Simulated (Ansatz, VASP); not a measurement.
# Si2Mo: VASP beside Ansatz

The input INCAR:

```
PREC     = Accurate       # precision mode
ENCUT    = 520            # plane-wave cutoff, eV
EDIFF    = 1E-8           # SCF threshold, eV
ISMEAR   = -1             # smearing method
SIGMA    = 0.05           # smearing width, eV
LREAL    = F              # projectors in reciprocal space
LASPH    = T              # aspherical terms in the spheres
NELM     = 80             # most SCF steps
ALGO     = Normal         # electronic algorithm
ISIF     = 2              # what is computed and relaxed
LWAVE    = F              # write WAVECAR
LCHARG   = F              # write CHGCAR
LEFG     = T            
NBANDS   = 18             # bands
```

KPOINTS

```
regular mesh
0
Gamma
  20 20 20
```

The input POSCAR:

```
Si2Mo
1.0
   -1.6000000000      1.6000000000      3.9305000000
    1.6000000000     -1.6000000000      3.9305000000
    1.6000000000      1.6000000000     -3.9305000000
Si Mo
2 1
Direct
    0.3349327296      0.3349327296      0.0000000000
    0.6650672704      0.6650672704      0.0000000000
    0.0000000000      0.0000000000      0.0000000000
```

Input for Ansatz:

```yaml
crystal:
  lattice:
    - [-1.6, 1.6, 3.9305]
    - [1.6, -1.6, 3.9305]
    - [1.6, 1.6, -3.9305]
  atoms:
    - { symbol: Si, position: [0.3349327296, 0.3349327296, 0.0] }
    - { symbol: Si, position: [0.6650672704, 0.6650672704, 0.0] }
    - { symbol: Mo, position: [0.0, 0.0, 0.0] }
kpoints:
  mp_grid: { grid: [20, 20, 20] }
scf:
  occupations: { method: fermi_dirac, width: 0.05 }
hamiltonian:
  xc: lda
  pseudopotentials: { kind: paw }
output:
  forces: true
  stress: true
  populations: true
  efg: { quadrupole_moments_barn: { Mo: -0.022 }, contact_densities: true }
```

Alike in both runs: task electric field gradients; functional LDA; k mesh 20 × 20 × 20; occupations fermi-dirac, width 0.05 eV; no spin polarisation.

|  | VASP | Ansatz |
| --- | --- | --- |
| version | VASP 6.6.1 | Ansatz 0.2.0 |
| potentials or method | VASP PAW LDA potentials, release 64 (Si, Mo_sv) | plane-wave PAW, scalar-relativistic |
| plane-wave cutoff (eV) | 520 | 420 |
| valence electrons in the cell | 22 | 22 |

|  | VASP | Ansatz | Ansatz less VASP |
| --- | --- | --- | --- |
| pressure (GPa) | -5.3 | -5.9 | -0.60 |
| traceless stress, the component that is largest in VASP (GPa) | -1.14 | -1.18 | -0.036 |
| rms of the force components (eV/Å) | 0.048 | 0.054 | +0.0056 |
| size of Vzz on the site where it differs most (V/Å²) | 58.7 | 59.3 | +0.53 |

LDA's correlation is that of Perdew and Zunger in VASP and of Perdew and Wang (1992) in Ansatz. Atom by atom the forces differ by 0.006 eV/Å (rms over components).
